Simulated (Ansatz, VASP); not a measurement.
O: VASP beside Ansatz

The input POSCAR:

```
O
1.0
    1.4233490221      0.8217709410      3.4083000000
   -1.4233490221      0.8217709410      3.4083000000
    0.0000000000     -1.6435418821      3.4083000000
O
2
Direct
    0.0577000000      0.0577000000      0.0577000000
    0.9423000000      0.9423000000      0.9423000000
```

The input INCAR.step1:

```
PREC = Accurate
ENCUT = 520
ISMEAR = -1
SIGMA = 0.01
LREAL = F
LASPH = T
NELM = 100
NBANDS = 13
GGA = PE
ALGO = Normal
EDIFF = 1E-4
LWAVE = T
LCHARG = F
```

Contents of INCAR.step2:

```
PREC = Accurate
ENCUT = 520
EDIFF = 1E-8
ISMEAR = -1
SIGMA = 0.01
LREAL = F
LASPH = T
NELM = 100
ALGO = Normal
ISIF = 2
LWAVE = F
LCHARG = F
METAGGA = R2SCAN
LMIXTAU = T
LEFG = T
NBANDS = 13
ISTART = 1
```

Contents of KPOINTS:

```
Automatic mesh
0
Gamma
  11 11 11
```

Input for Ansatz:

```yaml
crystal:
  lattice:
    - [1.4233490221, 0.821770941, 3.4083]
    - [-1.4233490221, 0.821770941, 3.4083]
    - [0.0, -1.6435418821, 3.4083]
  atoms:
    - { symbol: O, position: [0.0577, 0.0577, 0.0577] }
    - { symbol: O, position: [0.9423, 0.9423, 0.9423] }
kpoints:
  mp_grid: { grid: [11, 11, 11] }
  band_path:
    path:
      - [0.0, 0.0, 0.0]
      - [0.5, 0.5, 0.5]
      - [0.7945777149, 0.2054222851, 0.5]
      - [0.5, -0.2054222851, 0.2054222851]
      - [0.5, 0.0, 0.0]
      - [0.0, 0.0, 0.0]
      - [0.3527111426, -0.3527111426, 0.0]
      - [0.6472888574, 0.0, 0.3527111426]
      - [0.5, 0.0, 0.5]
    npoints: 5
scf:
  occupations: { method: fermi_dirac, width: 0.01 }
hamiltonian:
  xc: r2scan
  pseudopotentials: { kind: paw }
output:
  forces: true
  stress: true
  eigenvalues: true
  efg: { contact_densities: true }
```

Alike in both runs: task electric field gradients; functional r2SCAN; k mesh 11 × 11 × 11; occupations fermi-dirac, width 0.01 eV; no spin polarisation.

|  | VASP | Ansatz |
| --- | --- | --- |
| version | VASP 6.6.1 | Ansatz 0.2.0 |
| potentials or method | VASP PAW PBE potentials, release 64 (O) | PAW with Ansatz's default frozen-core files, scalar-relativistic |
| plane-wave cutoff (eV) | 520 | 500 |
| valence electrons in the cell | 12 | 12 |

|  | VASP | Ansatz | Ansatz less VASP |
| --- | --- | --- | --- |
| pressure (GPa) | 5.0 | 0.5 | -4.45 |
| traceless stress, the component that is largest in VASP (GPa) | 29.54 | 19.93 | -9.608 |
| rms of the force components (eV/Å) | 2.180 | 1.108 | -1.0722 |
| size of Vzz on the site where it differs most (V/Å²) | 119.0 | 118.5 | -0.48 |

VASP's potentials were made for PBE, not for r2SCAN. Atom by atom the forces differ by 1.072 eV/Å (rms over components).

Noted on VASP's run: the standard files for N, O and F lose accuracy on very short bonds; spin is off for a triplet molecule.
